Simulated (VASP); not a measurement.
Runs of VASP 6.6.1 on Cd2Mo. The structure is that of space group Fm-3m (No. 225), or close to it. The cells are those of the table. 

| task | cell | k mesh | cutoff (eV) | gap on the mesh (eV) | pressure (GPa) | relaxed volume (Å³/atom) |
| --- | --- | --- | --- | --- | --- | --- |
| relaxation of cell and atoms | relaxed from a = 4.610 Å, angles 60.0°, 3 atoms | 12 × 12 × 12 | 600 | none | 0.0 | 23.12 |
| relaxation of cell and atoms | relaxed from a = 4.422 Å, angles 60.0°, 3 atoms | 6 × 6 × 6 | 600 | none | -0.1 | 23.12 |
| single point | a = 4.422 Å, angles 60.0°, 3 atoms | 6 × 6 × 6 | 520 | none | 12.9 | - |
| single point | a = 4.604 Å, angles 60.0°, 3 atoms | 12 × 12 × 12 | 520 | none | 0.5 | - |
| single point | a = 4.610 Å, angles 60.0°, 3 atoms | 6 × 6 × 6 | 520 | none | (a) | - |

Alike in all rows: level PBE; potentials or basis VASP PAW PBE potentials, release 64 (Cd, Mo_sv); no spin polarisation; smearing gaussian 0.1 eV.

**Question.** Fill in the values left out.

**Answer.** (a) 0.1.

Caveats: the cell stands under pressure (at least some runs).

A k mesh can miss the band edges, and the runs leave out spin-orbit coupling on Cd, Mo.

A gap of «none» marks levels without a gap at the run's occupations.
